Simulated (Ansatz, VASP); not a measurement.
**One calculation of TiO2, two programs**

```xyz
6
Lattice="4.5998 0.0000 0.0000 0.0000 4.5998 0.0000 0.0000 0.0000 2.9592" Properties=species:S:1:pos:R:3 pbc="T T T"
Ti    0.0000    0.0000    1.4796
Ti    2.2999    2.2999    0.0000
O     1.3998    1.3998    1.4796
O     0.9001    3.6997    0.0000
O     3.6997    0.9001    0.0000
O     3.2000    3.2000    1.4796
```

Alike in both runs: task relaxation of cell and atoms; functional PBE; k mesh 6 × 6 × 9; occupations fermi-dirac, width 0.05 eV; no spin polarisation.

```csv
,VASP,Ansatz
version,VASP 6.6.1,Ansatz 0.2.0
potentials or method,"VASP PAW PBE potentials, release 64 (Ti_sv, O)",Ansatz PAW
plane-wave cutoff (eV),600,420
valence electrons in the cell,48,48
```

```tsv
	VASP	Ansatz	Ansatz less VASP
gap on the k mesh at the Fermi level, each at its own relaxed structure (eV)	1.83	1.86	+0.034
relaxed volume (Å³/atom)	10.67	10.65	-0.018
relaxed length of the cell vector where the two differ most in proportion (Å)	2.967	2.964	-0.0031
```

Noted on Ansatz's run: odd divisions of the mesh miss points on the zone boundary, where band edges often lie, so the gap on the mesh can be too wide; the plane-wave basis is chosen anew once the cell has moved, so the energies of steps on either side of that aren't comparable.
